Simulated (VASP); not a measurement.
Here is a VASP 6.6.1 calculation.

Contents of INCAR:

```
PREC = Accurate
ENCUT = 520
EDIFF = 1E-6
ISMEAR = -1
SIGMA = 0.02
LREAL = False
LASPH = True
NELM = 100
ALGO = Normal
ISIF = 2
LWAVE = False
LCHARG = True
GGA = PE
LELF = True
LVHAR = True
NBANDS = 11
```

Contents of KPOINTS:

```
regular mesh
0
Gamma
  10 10 10
```

Contents of POSCAR:

```
BeS
1.0
    0.0000000000      2.4586492927      2.4586492927
    2.4586492927      0.0000000000      2.4586492927
    2.4586492927      2.4586492927      0.0000000000
Be S
1 1
Direct
    0.0000000000      0.0000000000      0.0000000000
    0.2500000000      0.2500000000      0.2500000000
```

Potentials or basis: VASP PAW PBE potentials, release 64 (Be, S).

The run is started by

```sh
$ cat potpaw_PBE.64/Be/POTCAR potpaw_PBE.64/S/POTCAR > POTCAR
$ mpirun -np 1 vasp_std > vasp.out
```

(1) Predict the pressure.

(2) What does it give for the band gap on the k mesh?

## Answers

(1) -2.2 GPa.

(2) 3.20 eV, indirect (least direct gap 5.54 eV).

Caveat: the cell differs from its parent crystal (strain +1.0%).
